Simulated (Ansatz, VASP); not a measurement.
One calculation of Ge, two programs

INCAR

```
PREC     = Accurate       # precision mode
ENCUT    = 600            # plane-wave cutoff, eV
EDIFF    = 1E-6           # SCF threshold, eV
ISMEAR   = 0              # smearing method
SIGMA    = 0.01           # smearing width, eV
LREAL    = False          # projectors in reciprocal space
LASPH    = True           # aspherical terms in the spheres
NELM     = 80             # most SCF steps
ALGO     = Normal         # electronic algorithm
ISIF     = 3              # what is computed and relaxed
LWAVE    = False          # write WAVECAR
LCHARG   = False          # write CHGCAR
GGA      = PE             # functional
IBRION   = 2              # ionic algorithm
NSW      = 100            # ionic steps
EDIFFG   = -0.01          # ionic threshold
```

The input KPOINTS:

```
Automatic mesh
0
Gamma
  12 12 12
```

The input POSCAR:

```
Ge
1.0
   -2.0560237478      2.0560237478      2.8310026140
    2.0560237478     -2.0560237478      2.8310026140
    2.0560237478      2.0560237478     -2.8310026140
Ge
2
Direct
    0.2500000000      0.7500000000      0.5000000000
    0.5000000000      0.5000000000      0.0000000000
```

Input for Ansatz:

```yaml
crystal:
  lattice:
    - [-2.0560237478, 2.0560237478, 2.831002614]
    - [2.0560237478, -2.0560237478, 2.831002614]
    - [2.0560237478, 2.0560237478, -2.831002614]
  atoms:
    - { symbol: Ge, position: [0.25, 0.75, 0.5] }
    - { symbol: Ge, position: [0.5, 0.5, 0.0] }
basis:
  ecutwfc: 420
kpoints:
  mp_grid: { grid: [12, 12, 12] }
hamiltonian:
  xc: pbe
scf:
  occupations: { method: gaussian, width: 0.01 }
output:
  forces: true
  stress: true
  eigenvalues: true
  write_density: true
  write_potential: true
  elf: true
  volumetric_format: npy
relax:
  adjacent_minimum: "off"
  f_tol: 0.01
  max_steps: 80
  cell: { stress_tol: 0.05 }
```

Alike in both runs: task relaxation of cell and atoms; functional PBE; k mesh 12 × 12 × 12; occupations gaussian, width 0.01 eV; no spin polarisation.

```csv
,VASP,Ansatz
version,VASP 6.6.1,Ansatz 0.2.0
potentials or method,"VASP PAW PBE potentials, release 64 (Ge_d), cutoff 600 eV","scalar-relativistic, plane waves, PAW"
valence electrons in the cell,28,28
```

|  | VASP | Ansatz | Ansatz less VASP |
| --- | --- | --- | --- |
| gap on the k mesh at the Fermi level, each at its own relaxed structure (eV) | none | none | - |
| relaxed volume (Å³/atom) | 23.89 | 23.90 | +0.010 |
| relaxed length of the cell vector where the two differ most in proportion (Å) | 4.073 | 4.074 | +0.0003 |

A gap of «none» marks a metal or a gap that the smearing closes.
